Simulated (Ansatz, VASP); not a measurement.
# Two plane-wave programs on BaTiO3

Contents of POSCAR:

```
BaTiO3
1.0
    4.0076816357      0.0000000000      0.0000000000
    0.0000000000      4.0076816357      0.0000000000
    0.0000000000      0.0000000000      4.0076816357
Ba Ti O
1 1 3
Direct
    0.5000000000      0.5000000000      0.5000000000
    0.0000000000      0.0000000000      0.0000000000
    0.5000000000      0.0000000000      0.0000000000
    0.0000000000      0.5000000000      0.0000000000
    0.0000000000      0.0000000000      0.5000000000
```

Contents of INCAR.step1:

```
SYSTEM = BaTiO3
PREC = Accurate
ENCUT = 520
ISMEAR = -1
SIGMA = 0.02
LREAL = .FALSE.
LASPH = .TRUE.
NELM = 100
NBANDS = 28
GGA = PE
ALGO = Normal
EDIFF = 1E-4
LWAVE = .TRUE.
LCHARG = .FALSE.
```

File INCAR.step2:

```
SYSTEM = BaTiO3
PREC = Accurate
ENCUT = 520
EDIFF = 1E-8
ISMEAR = -1
SIGMA = 0.02
LREAL = .FALSE.
LASPH = .TRUE.
NELM = 100
ALGO = Normal
ISIF = 2
LWAVE = .FALSE.
LCHARG = .FALSE.
METAGGA = R2SCAN
LMIXTAU = .TRUE.
LEFG = .TRUE.
NBANDS = 28
ISTART = 1
```

KPOINTS

```
regular mesh
0
G
  5 5 5
  0 0 0
```

Input for Ansatz:

```yaml
crystal:
  lattice:
    - [4.0076816357, 0.0, 0.0]
    - [0.0, 4.0076816357, 0.0]
    - [0.0, 0.0, 4.0076816357]
  atoms:
    - { symbol: Ba, position: [0.5, 0.5, 0.5] }
    - { symbol: Ti, position: [0.0, 0.0, 0.0] }
    - { symbol: O, position: [0.5, 0.0, 0.0] }
    - { symbol: O, position: [0.0, 0.5, 0.0] }
    - { symbol: O, position: [0.0, 0.0, 0.5] }
kpoints:
  mp_grid: { grid: [5, 5, 5] }
scf:
  occupations: { method: fermi_dirac, width: 0.02 }
hamiltonian:
  xc: r2scan
  pseudopotentials: { kind: paw }
output:
  forces: true
  stress: true
  populations: true
  efg:
    quadrupole_moments_barn: { Ba: 0.236, Ti: 0.247, O: -0.02558 }
    contact_densities: true
  write_density: true
  write_potential: true
  elf: true
  volumetric_format: npy
```

Alike in both runs: task electric field gradients; functional r2SCAN; k mesh 5 × 5 × 5; occupations fermi-dirac, width 0.02 eV; no spin polarisation.

|  | VASP | Ansatz |
| --- | --- | --- |
| version | VASP 6.6.1 | Ansatz 0.2.0 |
| potentials or method | VASP PAW PBE potentials, release 64 (Ba_sv, Ti_sv, O) | plane-wave PAW, scalar-relativistic |
| plane-wave cutoff (eV) | 520 | 500 |
| valence electrons in the cell | 40 | 40 |

|  | VASP | Ansatz | Ansatz less VASP |
| --- | --- | --- | --- |
| gap on the k mesh at the Fermi level (eV) | 2.24 | 2.26 | +0.022 |
| pressure (GPa) | 0.1 | -1.8 | -1.93 |
| size of Vzz on the site where it differs most (V/Å²) | 29.9 | 29.9 | -0.02 |

VASP's potentials were made for PBE, not for r2SCAN.

Neither program's run includes spin-orbit coupling.
